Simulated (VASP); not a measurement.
## Mn: single point with PBE

Mn:

```
Mn
1.0
     3.90213    0.00000    0.00000
    -1.95107    3.37935    0.00000
     0.00000    0.00000    2.45292
Mn
3
Direct
  0.00000 0.00000 0.00000
  0.33333 0.66667 0.50000
  0.66667 0.33333 0.50000
```

This isn't the form of Mn at room conditions, which is a 58-atom cubic cell.

```json
{
  "Program": "VASP 6.6.1",
  "Task": "single point",
  "Functional": "PBE",
  "Potentials or basis": "VASP PAW PBE potentials, release 64 (Mn_pv)",
  "Cutoff": "520 eV",
  "k mesh": "9 × 9 × 13",
  "Occupations": "fermi-dirac, width 0.05 eV",
  "Spin": "collinear spin, ferromagnetic start",
  "Starting moments": "[3.0, 3.0, 3.0] μB",
  "Dipole correction": "no",
  "Further INCAR settings": "ALGO = Normal; EDIFF = 1e-07; NBANDS = 30"
}
```

| Property | Result |
| --- | --- |
| Pressure | 0.0 GPa |
| Net moment | 0.01 μB per cell |
| Valence electrons inside the program's atomic spheres | Mn 11.93, 12.04 (each value once) |

Stress tensor (GPa, compression positive):
```
 0.08  0.00  0.00
 0.00  0.08  0.00
 0.00  0.00 -0.11
```

Levels at points of the mesh, in eV from the Fermi level:
Spin up:
| k point | band 17 | band 18 | band 19 | band 20 | band 21 | band 22 | band 23 | band 24 |
| --- | --- | --- | --- | --- | --- | --- | --- | --- |
| (0.00, 0.00, 0.00) | -1.09 | -0.52 | -0.52 | -0.08 | -0.08 | 0.02 | 0.02 | 1.95 |
Spin down:
```
           k point  band 16  band 17  band 18  band 19  band 20  band 21  band 22  band 23  band 24  band 25
(0.00, 0.00, 0.00)    -1.67    -1.08    -0.52    -0.52    -0.09    -0.09     0.02     0.02     1.95     1.95
```

It took 3 min on 1 thread of Intel Xeon 8259CL, with other jobs on the host, peak memory 0.23 GiB.
